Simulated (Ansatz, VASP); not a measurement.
Two plane-wave programs on KBr

POSCAR

```
KBr
1.0
    0.0000000000      3.7606372512      3.7606372512
    3.7606372512      0.0000000000      3.7606372512
    3.7606372512      3.7606372512      0.0000000000
K Br
1 1
Direct
    0.0000000000      0.0000000000      0.0000000000
    0.2500000000      0.2500000000      0.2500000000
```

File INCAR.step1:

```
  PREC = Accurate
  ENCUT = 520
  ISMEAR = 0
  SIGMA = 0.01
  LREAL = False
  LASPH = True
  NELM = 100
  NBANDS = 15
  GGA = PE
  ALGO = Normal
  EDIFF = 1E-4
  LWAVE = True
  LCHARG = False
```

INCAR.step2

```
  PREC = Accurate
  ENCUT = 520
  EDIFF = 1E-6
  ISMEAR = 0
  SIGMA = 0.01
  LREAL = False
  LASPH = True
  NELM = 100
  ALGO = Normal
  ISIF = 2
  LWAVE = False
  LCHARG = False
  METAGGA = R2SCAN
  LMIXTAU = True
  NBANDS = 15
  ISTART = 1
```

File KPOINTS:

```
Automatic mesh
0
Gamma
  6 6 6
```

Input for Ansatz:

```yaml
crystal:
  lattice:
    - [0.0, 3.7606372512, 3.7606372512]
    - [3.7606372512, 0.0, 3.7606372512]
    - [3.7606372512, 3.7606372512, 0.0]
  atoms:
    - { symbol: K, position: [0.0, 0.0, 0.0] }
    - { symbol: Br, position: [0.25, 0.25, 0.25] }
kpoints:
  mp_grid: { grid: [6, 6, 6] }
hamiltonian:
  xc: r2scan
scf:
  occupations: { method: fixed }
  n_extra_bands: 4
output:
  forces: true
  stress: true
  eigenvalues: true
```

Alike in both runs: task single point; functional r2SCAN; k mesh 6 × 6 × 6; no spin polarisation.

|  | VASP | Ansatz |
| --- | --- | --- |
| version | VASP 6.6.1 | Ansatz 0.2.0 |
| potentials or method | VASP PAW PBE potentials, release 64 (K_sv, Br) | plane waves, PAW |
| plane-wave cutoff (eV) | 520 | 500 |
| occupations | gaussian, width 0.01 eV | fixed |
| valence electrons in the cell | 16 | 16 |

```tsv
	VASP	Ansatz	Ansatz less VASP
gap on the k mesh at the Fermi level (eV)	4.76	4.76	0.000
pressure (GPa)	-0.5	-0.5	0.00
```

VASP's potentials were made for PBE, not for r2SCAN.
